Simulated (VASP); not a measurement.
Runs of VASP 6.6.1 on TePb (k07.b). The structure is that of space group Fm-3m (No. 225), or close to it. The cells are those of the table. 

```tsv
cell	gap on the mesh (eV)	pressure (GPa)
a = 4.598 Å, angles 60.0°, 2 atoms	0.77	(a)
a = 4.501 Å, angles 60.0°, 2 atoms	(b)	4.4
a = 4.691 Å, angles 60.0°, 2 atoms	0.88	-1.1
a = 4.781 Å, angles 60.0°, 2 atoms	0.96	-2.8
a = 4.736 Å, angles 60.0°, 2 atoms	(c)	-2.0
a = 4.550 Å, angles 60.0°, 2 atoms	0.71	2.7
```

Alike in all rows: task single point; level PBE; potentials or basis VASP PAW PBE potentials, release 64 (Te, Pb_d); no spin polarisation; k mesh 10 × 10 × 10; cutoff (eV) 500; smearing gaussian 0.02 eV.

Q: Estimate the missing entries.

A: (a) 1.2; (b) 0.63; (c) 0.93.

Caveats: spin-orbit coupling is left out, which moves the levels of the heavy elements.

A k mesh can miss the band edges, and the runs leave out spin-orbit coupling on Pb, Te.
